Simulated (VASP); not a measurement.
InS3, 8 atoms in the cell. It takes space group P6_3/m (No. 176, hexagonal). Conventional cell: a = 5.774 Å, b = 5.774 Å, c = 5.857 Å, α = 90.00°, β = 90.00°, γ = 120.00°. Within 3.4 Å of In (site symmetry -6) lie 12 S at 2.51 to 3.34 Å. S (site symmetry m) has 4 In at 2.51 to 3.34 Å and 8 S at 2.77 to 3.45 Å within 3.5 Å. 

* Program: VASP 6.6.1
* Task: single point
* Functional: PBE
* Potentials or basis: VASP PAW PBE potentials, release 64 (In_d, S)
* Cutoff: 520 eV
* k mesh: 3 × 3 × 4
* Occupations: gaussian, width 0.1 eV
* Spin: no spin polarisation
* Dipole correction: no
* Further INCAR settings: ALGO = Normal; EDIFF = 1e-06; NBANDS = 41

Potentials or basis: VASP PAW PBE potentials, release 64 (In_d, S).

The run is started by

```console
$ cat potpaw_PBE.64/In_d/POTCAR potpaw_PBE.64/S/POTCAR > POTCAR
$ mpirun -np 1 vasp_std > vasp.out
```

Hardware: 1 thread of Intel Xeon 8259CL (shared host).

Problem. Estimate the wall time of this run.

Solution. Wall time 2.2 min on 1 thread of Intel Xeon 8259CL, on a shared host, peak memory 0.34 GiB. Counts: scf iterations 15, k points 9.
